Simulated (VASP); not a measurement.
GaN:

```
Ga N
1.0
     0.00000    2.25350    2.25350
     2.25350    0.00000    2.25350
     2.25350    2.25350    0.00000
Ga N
1 1
Cartesian
  0.0000 0.0000 0.0000
  1.1268 1.1268 1.1268
```

```yaml
Program: VASP 6.6.1
Task: relaxation of cell and atoms
Functional: RPBE
Dispersion: D4
Potentials_or_basis: VASP PAW PBE potentials, release 64 (Ga_d, N)
Cutoff: 600 eV
k_mesh: 10 × 10 × 10
Occupations: fermi-dirac, width 0.05 eV
Spin: no spin polarisation
```

At the start: pressure -3.5 GPa; volume 11.44 Å³/atom.

**Question.** Where does the relaxation end?

**Answer.** Over 5 steps the energy falls by 2.5 meV/atom and the volume is 11.21 Å³/atom (-2.1 %); space group F-43m (No. 216, to 0.05 Å).

Step by step:
```csv
step,energy change (eV),largest force (eV/Å),pressure (GPa),volume (Å³)
1,0.0000,0.0000,-3.49,22.89
2,-0.0016,0.0000,3.09,22.07
3,-0.0050,0.0000,-0.42,22.44
4,-0.0050,0.0000,0.42,22.39
5,-0.0050,0.0000,0.15,22.41
```

Final structure:
```cif
data_structure
_symmetry_space_group_name_H-M 'P 1'
_symmetry_Int_Tables_number 1
_cell_length_a 3.1648
_cell_length_b 3.1648
_cell_length_c 3.1648
_cell_angle_alpha 60.000
_cell_angle_beta 60.000
_cell_angle_gamma 60.000
_cell_volume 22.41
loop_
_atom_site_label
_atom_site_type_symbol
_atom_site_fract_x
_atom_site_fract_y
_atom_site_fract_z
_atom_site_occupancy
Ga1 Ga 0.00000 0.00000 0.00000 1
N1 N 0.25000 0.25000 0.25000 1
```

Caveat: the PAW data sets were made with another functional, which shifts forces and pressure a little.
